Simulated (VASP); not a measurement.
# Rb (P6/mmm) in VASP: relaxation of cell and atoms with PBE

Aim: the relaxation of cell and atoms of Rb with PBE.

Program: VASP 6.6.1. These are calculated values, not measurements. Logs are shortened: lines on timing, memory, paths and dates and some standing lists are left out, and cuts for length are marked.

### Step 1. The cell of the first run

It takes space group P6/mmm (No. 191, hexagonal). Conventional cell: a = 8.121 Å, b = 8.121 Å, c = 4.836 Å, α = 90.00°, β = 90.00°, γ = 120.00°.

This isn't the form of Rb at room conditions, which is bcc.

### Step 2. Relaxation of cell and atoms, PBE, target pressure -0.009 GPa, at which the enthalpy is minimised

Contents of INCAR:

```
SYSTEM = Rb
ALGO = Normal
EDIFF = 1E-6
EDIFFG = -0.005
ENCUT = 600
GGA = PE
IBRION = 2
ISIF = 3
ISMEAR = -1
LASPH = .True.
LCHARG = .False.
LREAL = .False.
LWAVE = .False.
NELM = 60
NSW = 32
PREC = Accurate
PSTRESS = -0.09
SIGMA = 0.08
```

Contents of KPOINTS:

```
k-points
0
Gamma
  5 5 7
  0 0 0
```

Contents of POSCAR:

```
Rb
1.0
    8.1205363402      0.0000000000      0.0000000000
   -4.0602681701      7.0325907630      0.0000000000
    0.0000000000      0.0000000000      4.8361497579
Rb
3
Direct
    0.0000000000      0.0000000000      0.0000000000
    0.3333333333      0.6666666667      0.5000000000
    0.6666666667      0.3333333333      0.5000000000
```

Potentials or basis: VASP PAW PBE potentials, release 64 (Rb_sv).

On the command line:

```
cat potpaw_PBE.64/Rb_sv/POTCAR > POTCAR
mpirun -np 1 vasp_std > vasp.out
```

OUTCAR:

```text
SYSTEM = Rb
   EDIFF = 1E-6
   EDIFFG = -0.005
   ENCUT = 600
   GGA = PE
   IBRION = 2
   ISIF = 3
   ISMEAR = -1
   LASPH = .True.
   LREAL = .False.
   NELM = 60
   NSW = 32
   PREC = Accurate
   PSTRESS = -0.09

 ion  position               nearest neighbor table
   1  0.000  0.000  0.000-   2 5.28   3 5.28   2 5.28   3 5.28   3 5.28   3 5.28   2 5.28   2 5.28
                             3 5.28   3 5.28   2 5.28   2 5.28
   2  0.333  0.667  0.500-   3 4.69   3 4.69   3 4.69   1 5.28   1 5.28   1 5.28   1 5.28   1 5.28
                             1 5.28
   3  0.667  0.333  0.500-   2 4.69   2 4.69   2 4.69   1 5.28   1 5.28   1 5.28   1 5.28   1 5.28
                             1 5.28

  LATTYP: Found a hexagonal cell.
 ALAT       =     8.1205363402
 C/A-ratio  =     0.5955456087

  Lattice vectors:

 A1 = (   8.1205363402,   0.0000000000,   0.0000000000)
 A2 = (  -4.0602681701,   7.0325907630,   0.0000000000)
 A3 = (   0.0000000000,   0.0000000000,   4.8361497579)

Analysis of symmetry for initial positions (statically):
=====================================================================
 Subroutine PRICEL returns:
 Original cell was already a primitive cell.

 Routine SETGRP: Setting up the symmetry group for a
 hexagonal supercell.

 Subroutine GETGRP returns: Found 24 space group operations
 (whereof 24 operations were pure point group operations)
 out of a pool of 24 trial point group operations.

The static configuration has the point symmetry D_6h.

Analysis of symmetry for dynamics (positions and initial velocities):
=====================================================================
 Subroutine PRICEL returns:
 Original cell was already a primitive cell.

 Routine SETGRP: Setting up the symmetry group for a
 hexagonal supercell.

 Subroutine GETGRP returns: Found 24 space group operations
 (whereof 24 operations were pure point group operations)
 out of a pool of 24 trial point group operations.

The dynamic configuration has the point symmetry D_6h.

 Subroutine INISYM returns: Found 24 space group operations
 (whereof 24 operations are pure point group operations),
 and found     1 'primitive' translations

----------------------------------------------------------------------------------------

                                     Primitive cell

  volume of cell :     276.1848

  direct lattice vectors                    reciprocal lattice vectors
     8.120536340  0.000000000  0.000000000     0.123144575  0.071097554  0.000000000
    -4.060268170  7.032590763  0.000000000     0.000000000  0.142195108  0.000000000
     0.000000000  0.000000000  4.836149758     0.000000000  0.000000000  0.206776062

  length of vectors
     8.120536340  8.120536340  4.836149758     0.142195108  0.142195108  0.206776062

  position of ions in fractional coordinates (direct lattice)
     0.000000000  0.000000000  0.000000000
     0.333333333  0.666666667  0.500000000
     0.666666667  0.333333333  0.500000000

  ion indices of the primitive-cell ions
   primitive index   ion index
                 1           1
                 2           2
                 3           3

----------------------------------------------------------------------------------------

 KPOINTS: k-points

Automatic generation of k-mesh.
 Grid dimensions read from file:
 generate k-points for:    5    5    7

 Generating k-lattice:

  Cartesian coordinates                     Fractional coordinates (reciprocal lattice)
     0.024628915  0.014219511  0.000000000     0.200000000  0.000000000  0.000000000
     0.000000000  0.028439022  0.000000000     0.000000000  0.200000000  0.000000000
     0.000000000  0.000000000  0.029539437     0.000000000  0.000000000  0.142857143

[... 59 lines left out ...]
   POTIM  = 0.5000    time-step for ionic-motion
   TEBEG  =    0.0;   TEEND  =   0.0 temperature during run
   PSTRESS=   -0.1 pullay stress
   NELECT =      27.0000    total number of electrons
   NUPDOWN=      -1.0000    fix difference up-down
   EMIN   =  10.00;   EMAX   =-10.00  energy-range for DOS
   EFERMI =   0.00;   METHOD = LEGACY
   ISMEAR =    -1;   SIGMA  =   0.08  broadening in eV -4-tet -1-fermi 0-gaus
   EFERMI_NEDOS =   21; number of points for ismear=-14 and -15
   IALGO  =     38    algorithm
   IMIX   =      4    mixing-type and parameters
     AMIX     =   0.40;   BMIX     =  1.00
     AMIX_MAG =   1.60;   BMIX_MAG =  1.00
  volume/ion in A,a.u.               =      92.06       621.26
  Fermi-wavevector in a.u.,A,eV,Ry     =   0.754159  1.425154  7.738389  0.568756
  Thomas-Fermi vector in A             =   1.851763
   LORBIT       =      0    0 simple, 1 ext, 2 COOP (PROOUT), +10 PAW based schemes
   GGA     = PE    functional components
   LHFCALC =     F    Hartree Fock is set to
   AEXX    =    0.0000 exact exchange contribution
   IVDW    =     0    specifies the selected vdW correction
   LEPSILON=     F    determine dielectric tensor
   LRPA    =     F    only Hartree local field effects (RPA)
 conjugate gradient relaxation of ions
 non-spin polarized calculation
  energy-cutoff  :      600.00
  volume of cell :      276.18
 maximum number of plane-waves:      9244
 NGX is ok and might be reduce to    70
   NGX = 33   NGY = 33   NGZ = 19

--------------------------------------- Ionic step        1  -------------------------------------------

 number of electron      27.0000000 magnetization

 Free energy of the ion-electron system (eV)
  ---------------------------------------------------
  ext. energy  EPLUGINS =         0.00000000
  ---------------------------------------------------
  free energy    TOTEN  =        -2.81829626 eV

  energy without entropy =       -2.76729956  energy(sigma->0) =       -2.79279791

------------------------ aborting loop because EDIFF is reached ----------------------------------------

  FORCE on cell =-STRESS in cart. coord.  units (eV):
  Direction    XX          YY          ZZ          XY          YZ          ZX
  --------------------------------------------------------------------------------------
  -------------------------------------------------------------------------------------
  Total       -0.0174404     -0.0174404      0.0011390      0.0000000     -0.0000000      0.0000000
  in kB       -0.1011739     -0.1011739      0.0066072      0.0000000     -0.0000000      0.0000000
  external PRESSURE =       0.0247531 kB  Pullay stress =      -0.0900000 kB

 VOLUME and BASIS-vectors are now :
 -----------------------------------------------------------------------------
  energy-cutoff  :      600.00
  volume of cell :      276.18
      direct lattice vectors                 reciprocal lattice vectors
     8.120536340  0.000000000  0.000000000     0.123144575  0.071097554  0.000000000
    -4.060268170  7.032590763  0.000000000     0.000000000  0.142195108  0.000000000
     0.000000000  0.000000000  4.836149758     0.000000000  0.000000000  0.206776062

 POSITION                                       TOTAL-FORCE (eV/Angst)
 -----------------------------------------------------------------------------------
      0.00000      0.00000      0.00000         0.000000      0.000000      0.000000
     -0.00000      4.68839      2.41807        -0.000000     -0.000000      0.000000
      4.06027      2.34420      2.41807         0.000000      0.000000     -0.000000
 -----------------------------------------------------------------------------------
    total drift:                                0.000000     -0.000000     -0.000000

  FREE ENERGIE OF THE ION-ELECTRON SYSTEM (eV)
  ---------------------------------------------------
  free  energy   TOTEN  =        -2.8182962636 eV

  energy  without entropy=       -2.7672995562  energy(sigma->0) =       -2.79279791

  enthalpy is  TOTEN    =        -2.8338105473 eV   P V=       -0.0155142837

--------------------------------------- Ionic step        2  -------------------------------------------

 number of electron      27.0000000 magnetization

 Free energy of the ion-electron system (eV)
  ---------------------------------------------------
  ext. energy  EPLUGINS =         0.00000000
  ---------------------------------------------------
  free energy    TOTEN  =        -2.81829729 eV

  energy without entropy =       -2.76729771  energy(sigma->0) =       -2.79279750

 E-fermi :  -0.0310     XC(G=0):  -5.4364

 val. band max:       -0.0620973573   @ k =   0.2000   0.2000   0.1429
 cond. band min:       0.1632667433   @ k =   0.2000  -0.0000   0.0000
 fundamental gap:      0.2253641007
 Fermi energy:        -0.0310053711

 k-point     1 :       0.0000    0.0000    0.0000
  band No.  band energies     occupation
      1     -28.9568      2.00000
      2     -28.9515      2.00000
      3     -28.8765      2.00000
      4     -13.0786      2.00000
      5     -13.0786      2.00000
      6     -13.0189      2.00000
[... 377 lines left out ...]
      4     -13.0815      2.00000
      5     -13.0766      2.00000
      6     -13.0712      2.00000
[... 9 lines left out ...]
     16       1.0178      0.00000
     17       1.0284      0.00000

------------------------ aborting loop because EDIFF is reached ----------------------------------------

  FORCE on cell =-STRESS in cart. coord.  units (eV):
  Direction    XX          YY          ZZ          XY          YZ          ZX
  --------------------------------------------------------------------------------------
  -------------------------------------------------------------------------------------
  Total       -0.0238667     -0.0238667     -0.0051173      0.0000000      0.0000000      0.0000000
  in kB       -0.1384246     -0.1384246     -0.0296796      0.0000000      0.0000000      0.0000000
  external PRESSURE =      -0.0121763 kB  Pullay stress =      -0.0900000 kB

 VOLUME and BASIS-vectors are now :
 -----------------------------------------------------------------------------
  energy-cutoff  :      600.00
  volume of cell :      276.24
      direct lattice vectors                 reciprocal lattice vectors
     8.120284811  0.000000000  0.000000000     0.123148390  0.071099756  0.000000000
    -4.060142406  7.032372933 -0.000000000    -0.000000000  0.142199512  0.000000000
     0.000000000 -0.000000000  4.837444873    -0.000000000  0.000000000  0.206720702

 POSITION                                       TOTAL-FORCE (eV/Angst)
 -----------------------------------------------------------------------------------
      0.00000      0.00000      0.00000         0.000000     -0.000000     -0.000000
     -0.00000      4.68825      2.41872        -0.000000     -0.000000     -0.000000
      4.06014      2.34412      2.41872         0.000000      0.000000      0.000000
 -----------------------------------------------------------------------------------
    total drift:                                0.000000     -0.000000     -0.000000

  FREE ENERGIE OF THE ION-ELECTRON SYSTEM (eV)
  ---------------------------------------------------
  free  energy   TOTEN  =        -2.8182972948 eV

  energy  without entropy=       -2.7672977069  energy(sigma->0) =       -2.79279750

  enthalpy is  TOTEN    =        -2.8338147718 eV   P V=       -0.0155174770

 reached required accuracy - stopping structural energy minimisation
```

It took 74 s on 1 thread of Intel Xeon 6975P-C (Granite Rapids), shared host; peak memory 0.47 GiB.

What came out:

```
Free energy                                                : -2.8183 eV
Relaxed volume                                             : 92.08 Å³/atom
Relaxed cell                                               : a = 8.120 Å, b = 8.120 Å, c = 4.837 Å, α = 90.00°, β = 90.00°, γ = 120.00°
Space group after relaxing (to 0.1 Å)                      : P6/mmm (No. 191)
Energy change on relaxing (the run minimises the enthalpy) : -0.0 meV/atom
Ionic steps                                                : 2
Pressure after relaxing                                    : 0.0 GPa
Band gap on the k mesh                                     : zero (an odd number of electrons rules out a gap without spin polarisation)
```

Final structure:
```xyz
3
Lattice="8.1203 0.0000 0.0000 -4.0601 7.0324 0.0000 0.0000 0.0000 4.8374" Properties=species:S:1:pos:R:3 pbc="T T T"
Rb    0.0000    0.0000    0.0000
Rb    0.0000    4.6882    2.4187
Rb    4.0601    2.3441    2.4187
```

Caveat: the cell is relaxed towards a set pressure, so the run minimises the enthalpy, not the energy.

The gap in the log of VASP goes by the Fermi energy; the results here count the filled bands.